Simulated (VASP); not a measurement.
Here is a VASP 6.6.1 calculation.

File INCAR:

```
SYSTEM = Al5GaAs6
PREC = Accurate ; ENCUT = 600
EDIFF = 1E-6 ; ISMEAR = 0
SIGMA = 0.1 ; LREAL = .FALSE.
LASPH = .TRUE. ; NELM = 100
ALGO = Normal ; ISIF = 3
LWAVE = .FALSE. ; LCHARG = .FALSE.
GGA = PE ; IBRION = 2
NSW = 90 ; EDIFFG = -0.04
```

KPOINTS

```
Automatic mesh
0
G
  4 2 4
  0 0 0
```

Contents of POSCAR:

```
Al5GaAs6
1.0
    3.8380647000      0.0000000000      0.0000000000
    0.0000000000     11.5141941100      0.0000000000
    0.0000000000      0.0000000000      5.4278431600
Al Ga As
5 1 6
Direct
    0.0000000000      0.8333333300      0.0000000000
    0.0000000000      0.1666666700      0.0000000000
    0.5000000000      0.3333333300      0.5000000000
    0.0000000000      0.5000000000      0.0000000000
    0.5000000000      0.6666666700      0.5000000000
    0.5000000000      0.0000000000      0.5000000000
    0.5000000000      0.8333333300      0.7500000000
    0.0000000000      0.0000000000      0.2500000000
    0.5000000000      0.1666666700      0.7500000000
    0.0000000000      0.3333333300      0.2500000000
    0.5000000000      0.5000000000      0.7500000000
    0.0000000000      0.6666666700      0.2500000000
```

Potentials or basis: VASP PAW PBE potentials, release 64 (Al, Ga_d, As).

Launch:

```bash
$ cat potpaw_PBE.64/Al/POTCAR potpaw_PBE.64/Ga_d/POTCAR potpaw_PBE.64/As/POTCAR > POTCAR
$ mpirun -np 1 vasp_std > vasp.out
```

Q: Estimate the space group after relaxing (to 0.1 Å).

A: Pmm2 (No. 25).

Q: What does it give for the relaxed volume?

A: 23.53 Å³/atom.

Q: What does it give for the band gap on the k mesh?

A: 1.42 eV.

Q: Estimate the relaxed cell.

A: a = 4.074 Å, b = 12.160 Å, c = 5.700 Å, α = 90.00°, β = 90.00°, γ = 90.00°.

Final structure:
```yaml
crystal:
  lattice:
    - [4.07414, 0.00000, 0.00000]
    - [0.00000, 12.16011, 0.00000]
    - [0.00000, 0.00000, 5.69953]
  atoms:
    - { symbol: Al, position: [0.00000, 0.83337, 0.99960] }
    - { symbol: Al, position: [0.00000, 0.16663, 0.99960] }
    - { symbol: Al, position: [0.50000, 0.33329, 0.49947] }
    - { symbol: Al, position: [0.00000, 0.50000, 0.99965] }
    - { symbol: Al, position: [0.50000, 0.66671, 0.49947] }
    - { symbol: Ga, position: [0.50000, 0.00000, 0.49974] }
    - { symbol: As, position: [0.50000, 0.83284, 0.75142] }
    - { symbol: As, position: [0.00000, 0.00000, 0.24838] }
    - { symbol: As, position: [0.50000, 0.16716, 0.75142] }
    - { symbol: As, position: [0.00000, 0.33335, 0.25035] }
    - { symbol: As, position: [0.50000, 0.50000, 0.75055] }
    - { symbol: As, position: [0.00000, 0.66665, 0.25035] }
```

Caveat: the volume moved by over 15 % at a fixed basis, so the end points are rough. A k mesh can miss the band edges.
